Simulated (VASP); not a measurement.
Set up this calculation in VASP 6.6.1, as the native input.

- Task: single point
- Functional: PBE
- Potentials or basis: VASP PAW PBE potentials, release 64 (N, B)
- Cutoff: 520 eV
- k mesh: 12 × 12 × 6
- Occupations: gaussian, width 0.026 eV
- Spin: no spin polarisation
- Dipole correction: no
- Further INCAR settings: ALGO = Normal; EDIFF = 1e-07; NBANDS = 16

The structure of BN lies in POSCAR:

```
BN
1.0
    2.5539396017      0.0000000000      0.0000000000
   -1.2769698009      2.2117765748      0.0000000000
    0.0000000000      0.0000000000      4.2268550000
N B
2 2
Direct
    0.3333333333      0.6666666667      0.1252760000
    0.6666666667      0.3333333333      0.6252760000
    0.3333333333      0.6666666667      0.4997240000
    0.6666666667      0.3333333333      0.9997240000
```

One way to write it, as run:

INCAR

```
SYSTEM = BN
PREC = Accurate ; ENCUT = 520
EDIFF = 1E-7 ; ISMEAR = 0
SIGMA = 0.026000000000000002 ; LREAL = .FALSE.
LASPH = .TRUE. ; NELM = 100
ALGO = Normal ; ISIF = 2
LWAVE = .FALSE. ; LCHARG = .FALSE.
GGA = PE ; NBANDS = 16
```

KPOINTS

```
regular mesh
0
G
  12 12 6
  0 0 0
```

Potentials or basis: VASP PAW PBE potentials, release 64 (N, B).

Launch:

```console
$ cat potpaw_PBE.64/N/POTCAR potpaw_PBE.64/B/POTCAR > POTCAR
$ mpirun -np 1 vasp_std > vasp.out
```

It gave:

* Pressure: 0.2 GPa
* Largest force: 0.014 eV/Å
* Band gap on the k mesh: 5.20 eV, indirect (least direct gap 8.23 eV)

Run time: 53 s on 1 thread of AMD EPYC 7R13 (shared host), peak memory 0.11 GiB.
